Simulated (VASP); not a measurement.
A run of VASP 6.6.1 is set up as follows.

File INCAR:

```
SYSTEM = BeCd2S3
  ALGO = Normal
  EDIFF = 1E-7
  ENCUT = 520
  GGA = PE
  ISIF = 2
  ISMEAR = 0
  LASPH = .TRUE.
  LCHARG = .TRUE.
  LELF = .TRUE.
  LREAL = .FALSE.
  LVHAR = .TRUE.
  LWAVE = .FALSE.
  NBANDS = 31
  NELM = 80
  PREC = Accurate
  SIGMA = 0.02
```

KPOINTS

```
k-points
0
G
  12 12 4
  0 0 0
```

Contents of POSCAR:

```
BeCd2S3
1.0
    3.6523530393      0.0000000000      0.0000000000
   -1.8261765197      3.1630305156      0.0000000000
    0.0000000000      0.0000000000      9.2633412120
Be Cd S
1 2 3
Direct
    0.0000000000      0.0000000000      0.0000000000
    0.3333333333      0.6666666667      0.3198023610
    0.6666666667      0.3333333333      0.6801976390
    0.0000000000      0.0000000000      0.5000000000
    0.6666666667      0.3333333333      0.1325157035
    0.3333333333      0.6666666667      0.8674842965
```

Potentials or basis: VASP PAW PBE potentials, release 64 (Be, Cd, S).

The run is started by

```sh
$ cat potpaw_PBE.64/Be/POTCAR potpaw_PBE.64/Cd/POTCAR potpaw_PBE.64/S/POTCAR > POTCAR
$ mpirun -np 1 vasp_std > vasp.out
```

Estimate the pressure.

0.4 GPa.

Predict the largest force.

0.048 eV/Å.

What does it give for the band gap on the k mesh?

0.37 eV (least direct gap 1.09 eV).

Forces in eV/Å, atoms in the order of the input:
```
Be   0.000  0.000  0.000
Cd   0.000  0.000 -0.009
Cd   0.000  0.000  0.009
S    0.000  0.000  0.000
S    0.000  0.000 -0.048
S    0.000  0.000  0.048
```

A k mesh can miss the band edges.
